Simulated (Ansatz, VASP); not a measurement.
Os: VASP beside Ansatz

```xyz
6
Lattice="2.7148 0.0000 0.0000 0.0000 4.2927 0.0000 0.0000 0.0000 21.4858" Properties=species:S:1:pos:R:3 pbc="T T T"
Os    2.0361    3.2195    8.0000
Os    0.6787    1.0732    8.7837
Os    0.6787    3.2195   10.3511
Os    2.0361    1.0732   11.1347
Os    2.0361    3.2195   12.7021
Os    0.6787    1.0732   13.4858
```

Alike in both runs: task single point; functional LDA; k mesh 13 × 9 × 1; occupations fermi-dirac, width 0.05 eV; no spin polarisation.

```csv
,VASP,Ansatz
version,VASP 6.6.1,Ansatz 0.2.0
potentials or method,"VASP PAW LDA potentials, release 64 (Os)","PAW with Ansatz's default frozen-core files, scalar-relativistic"
plane-wave cutoff (eV),520,420
valence electrons in the cell,48,96
```

```csv
,VASP,Ansatz,Ansatz less VASP
rms of the force components (eV/Å),0.580,0.590,+0.0097
```

LDA's correlation is that of Perdew and Zunger in VASP and of Perdew and Wang (1992) in Ansatz. Atom by atom the forces differ by 0.021 eV/Å (rms over components). VASP's potentials hold 48 valence electrons a cell and Ansatz's 96, so a difference there can come from the potentials and not from the codes.

Spin-orbit coupling is off throughout.
